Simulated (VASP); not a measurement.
Set up this calculation in VASP 6.6.1, as the native input.

```
Task                   : single point
Functional             : LDA
Potentials or basis    : VASP PAW LDA potentials, release 64 (Pt, Se)
Cutoff                 : 520 eV
k mesh                 : 8 × 8 × 5
Occupations            : fermi-dirac, width 0.05 eV
Spin                   : no spin polarisation
Dipole correction      : no
Further INCAR settings : ALGO = Normal; EDIFF = 1e-06; NBANDS = 18
```

The structure of PtSe2 (Sudovikovite) lies in POSCAR:

```
PtSe2
1.0
    3.7240000000      0.0000000000      0.0000000000
   -1.8620000000      3.2250786037      0.0000000000
    0.0000000000      0.0000000000      5.0620000000
Pt Se
1 2
Direct
    0.0000000000      0.0000000000      0.0000000000
    0.6666666667      0.3333333333      0.7500000000
    0.3333333333      0.6666666667      0.2500000000
```

The input as run:

INCAR

```
  PREC = Accurate
  ENCUT = 520
  EDIFF = 1E-6
  ISMEAR = -1
  SIGMA = 0.05
  LREAL = False
  LASPH = True
  NELM = 80
  ALGO = Normal
  ISIF = 2
  LWAVE = False
  LCHARG = True
  GGA = CA
  LELF = True
  LVHAR = True
  NBANDS = 18
```

KPOINTS

```
Automatic mesh
0
Gamma
  8 8 5
```

Potentials or basis: VASP PAW LDA potentials, release 64 (Pt, Se).

Command:

```sh
$ cat potpaw_LDA.64/Pt/POTCAR potpaw_LDA.64/Se/POTCAR > POTCAR
$ mpirun -np 1 vasp_std > vasp.out
```

Results of the run:

```yaml
Pressure: -0.1 GPa
Largest_force: 0.248 eV/Å
Band_gap_on_the_k_mesh: zero (band 11 reaches 6.91 eV, above the bottom of band 12 at 6.57 eV)
```

Caveat: spin-orbit coupling is left out, which moves the levels of the heavy elements.

Run time: 24 s on 1 thread of Intel Xeon 6975P-C (shared host), peak memory 0.18 GiB.
